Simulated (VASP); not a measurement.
A run of VASP 6.6.1:

Contents of INCAR:

```
SYSTEM = TePt
PREC     = Accurate       ! precision mode
ENCUT    = 520            ! plane-wave cutoff, eV
EDIFF    = 1E-7           ! SCF threshold, eV
ISMEAR   = 0              ! smearing method
SIGMA    = 0.15           ! smearing width, eV
LREAL    = .False.        ! projectors in reciprocal space
LASPH    = .True.         ! aspherical terms in the spheres
NELM     = 80             ! most SCF steps
ALGO     = Normal         ! electronic algorithm
ISIF     = 2              ! what is computed and relaxed
LWAVE    = .False.        ! write WAVECAR
LCHARG   = .False.        ! write CHGCAR
GGA      = PS             ! functional
NBANDS   = 24             ! bands
```

File KPOINTS:

```
regular mesh
0
Gamma
  12 12 10
  0 0 0
```

Contents of POSCAR:

```
TePt
1.0
    4.4398797966      0.0000000000      0.0000000000
   -2.2199398983      3.8450486937      0.0000000000
    0.0000000000      0.0000000000      5.0103200000
Te Pt
2 2
Direct
    0.3333333333      0.6666666667      0.2500000000
    0.6666666667      0.3333333333      0.7500000000
    0.0000000000      0.0000000000      0.0000000000
    0.0000000000      0.0000000000      0.5000000000
```

Potentials or basis: VASP PAW PBE potentials, release 64 (Te, Pt).

Command:

```console
$ cat potpaw_PBE.64/Te/POTCAR potpaw_PBE.64/Pt/POTCAR > POTCAR
$ mpirun -np 1 vasp_std > vasp.out
```

Hardware: 1 thread of AMD EPYC 9R45 96-Core Processor (Zen 5) (shared host).

Estimate the wall time of this run.

It took 2.4 min on 1 thread of AMD EPYC 9R45 96-Core Processor (Zen 5) (shared host), peak memory 0.33 GiB. Counts: scf iterations 16, k points 114.
